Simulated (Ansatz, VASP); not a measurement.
**Two plane-wave programs on TePb**

```
Te Pb
1.0
     0.00000    3.22133    3.22133
     3.22133    0.00000    3.22133
     3.22133    3.22133    0.00000
Te Pb
1 1
Direct
  0.50000 0.50000 0.50000
  0.00000 0.00000 0.00000
```

Alike in both runs: task single point; functional PBEsol; k mesh 10 × 10 × 10; occupations gaussian, width 0.05 eV; no spin polarisation.

|  | VASP | Ansatz |
| --- | --- | --- |
| version | VASP 6.6.1 | Ansatz 0.2.0 |
| potentials or method | VASP PAW PBE potentials, release 64 (Te, Pb_d), cutoff 520 eV | scalar-relativistic, plane waves, PAW |
| valence electrons in the cell | 20 | 30 |

|  | VASP | Ansatz | Ansatz less VASP |
| --- | --- | --- | --- |
| gap on the k mesh at the Fermi level (eV) | 0.65 | 0.65 | -0.004 |
| least direct gap on the mesh (eV) | 0.65 | 0.65 | -0.004 |
| pressure (GPa) | 0.0 | 0.0 | +0.03 |

VASP's potentials were made for PBE, not for PBEsol. With one functional, cell and mesh, what is left measures potentials, basis and numerics. VASP's potentials hold 20 valence electrons a cell and Ansatz's 30, so a difference there can come from the potentials and not from the codes.

Spin-orbit coupling is off throughout.
